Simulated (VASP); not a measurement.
**Mg9O8 (a cell with a defect): single point with LDA**

Mg9O8 (a cell with a defect):

```xyz
17
Lattice="0.0000 4.3100 4.3100 4.3100 0.0000 4.3100 4.3100 4.3100 0.0000" Properties=species:S:1:pos:R:3 pbc="T T T"
Mg    0.0218    0.0685    0.3638
Mg    1.6325    1.6514   -0.1992
Mg    2.1953    0.3914    1.9478
Mg    4.2552    2.2279    2.1338
Mg    0.4124    2.1791    2.0124
Mg    2.2287    4.2520    2.1687
Mg    2.1869    2.1859    4.4264
Mg    4.3709    4.3483    4.3104
Mg    3.0654    3.0763   -0.9261
O     2.3038    2.2782    2.4493
O     4.3771    4.3713    2.2886
O     4.1667    2.1913    4.3389
O     6.5645    4.4762    4.4020
O     2.1787    4.1733    4.2957
O     4.4849    6.5640    4.3519
O     4.1972    4.2019    6.5069
O     6.3049    6.3338    6.4930
```

- Program: VASP 6.6.1
- Task: single point
- Functional: LDA
- Potentials or basis: VASP PAW LDA potentials, release 64 (Mg, O)
- Cutoff: 520 eV
- k mesh: 2 × 2 × 2
- Occupations: fermi-dirac, width 0.02 eV
- Spin: no spin polarisation
- Dipole correction: no
- Further INCAR settings: LREAL = Auto; ALGO = Normal; EDIFF = 1e-06; NBANDS = 47

```json
{"Pressure": "17.9 GPa", "Largest force": "0.094 eV/Å", "Band gap on the k mesh": "zero (band 33 reaches 8.55 eV, above the bottom of band 34 at 8.52 eV)"}
```

Forces on the atoms (eV/Å):
```
Mg   0.018 -0.034  0.004
Mg   0.006 -0.030 -0.088
Mg   0.004  0.009  0.012
Mg  -0.021  0.014  0.003
Mg  -0.018  0.007 -0.017
Mg   0.006 -0.003 -0.044
Mg   0.001  0.009  0.011
Mg  -0.004  0.016 -0.001
Mg  -0.073  0.002  0.054
O   -0.010  0.015 -0.002
O    0.002  0.004  0.027
O   -0.041  0.010 -0.007
O   -0.004  0.043  0.015
O    0.026 -0.040  0.029
O    0.039  0.000  0.046
O    0.037  0.023  0.001
O    0.034 -0.046 -0.043
```

Stress tensor (GPa, compression positive):
```
19.52  4.45  1.51
 4.45 18.62  1.67
 1.51  1.67 15.59
```

Levels at points of the mesh, in eV from the Fermi level:
```tsv
k point	band 30	band 31	band 32	band 33	band 34	band 35	band 36	band 37
(0.00, 0.00, 0.00)	-5.86	-5.74	-5.59	-2.28	0.22	0.72	1.06	1.15
(0.50, 0.00, 0.00)	-6.04	-5.81	-5.77	-0.49	0.12	1.23	1.57	2.48
(0.00, 0.50, 0.00)	-6.05	-5.81	-5.79	-0.49	0.09	1.22	1.61	2.47
(0.00, 0.00, 0.50)	-6.21	-6.12	-5.74	-0.47	-0.02	1.45	1.79	1.90
(0.50, 0.50, 0.50)	-6.23	-6.00	-5.74	-0.31	0.34	1.38	1.69	2.13
(0.50, 0.50, 0.00)	-6.24	-6.06	-5.95	0.01	0.68	1.54	2.06	2.23
(0.00, 0.50, 0.50)	-6.30	-6.16	-5.81	-0.06	0.76	1.61	1.78	2.24
(0.50, 0.00, 0.50)	-6.29	-6.15	-5.81	-0.06	0.75	1.63	1.81	2.20
```

Run time: 2 min on 1 thread of AMD EPYC 7R43 64-Core Processor (Zen 3) (shared host), peak memory 0.23 GiB.

Caveat: the k points lie up to 0.63 Å⁻¹ apart.
